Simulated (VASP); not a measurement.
A run of VASP 6.6.1 is set up as follows.

The input POSCAR:

```
Ce
1.0
    0.0000000000      2.3390384114      2.3390384114
    2.3390384114      0.0000000000      2.3390384114
    2.3390384114      2.3390384114      0.0000000000
Ce
1
Direct
    0.0000000000      0.0000000000      0.0000000000
```

INCAR.step1

```
ALGO     = Normal         # electronic algorithm
EDIFF    = 1E-4           # SCF threshold, eV
ENCUT    = 520            # plane-wave cutoff, eV
GGA      = PE             # functional
ISMEAR   = 1              # smearing method
LASPH    = T              # aspherical terms in the spheres
LCHARG   = F              # write CHGCAR
LREAL    = F              # projectors in reciprocal space
LWAVE    = T              # write WAVECAR
NBANDS   = 12             # bands
NELM     = 80             # most SCF steps
PREC     = Accurate       # precision mode
SIGMA    = 0.03           # smearing width, eV
```

INCAR.step2

```
ALGO     = Normal         # electronic algorithm
EDIFF    = 1E-6           # SCF threshold, eV
ENCUT    = 520            # plane-wave cutoff, eV
ISIF     = 2              # what is computed and relaxed
ISMEAR   = 1              # smearing method
ISTART   = 1            
LASPH    = T              # aspherical terms in the spheres
LCHARG   = T              # write CHGCAR
LELF     = T              # ELF
LMIXTAU  = T            
LREAL    = F              # projectors in reciprocal space
LVHAR    = T            
LWAVE    = F              # write WAVECAR
METAGGA  = R2SCAN         # meta-GGA
NBANDS   = 12             # bands
NELM     = 80             # most SCF steps
PREC     = Accurate       # precision mode
SIGMA    = 0.03           # smearing width, eV
```

KPOINTS

```
k-points
0
Gamma
  12 12 12
```

Potentials or basis: VASP PAW PBE potentials, release 64 (Ce).

Launch:

```sh
$ cat potpaw_PBE.64/Ce/POTCAR > POTCAR
$ cp INCAR.step1 INCAR
$ mpirun -np 1 vasp_std > vasp.out
$ cp INCAR.step2 INCAR
$ mpirun -np 1 vasp_std > vasp.out
```

(1) Estimate the pressure.

(2) What does it give for the band gap on the k mesh?

Answers

(1) -0.7 GPa.

(2) zero (bands 6 and 7 overlap by 0.53 eV).

Caveat: the PAW data sets were made with another functional, which shifts forces and pressure a little; spin-orbit coupling is left out, which moves the levels of the heavy elements; semilocal functionals describe open f shells poorly, which spoils levels, moments and volumes.
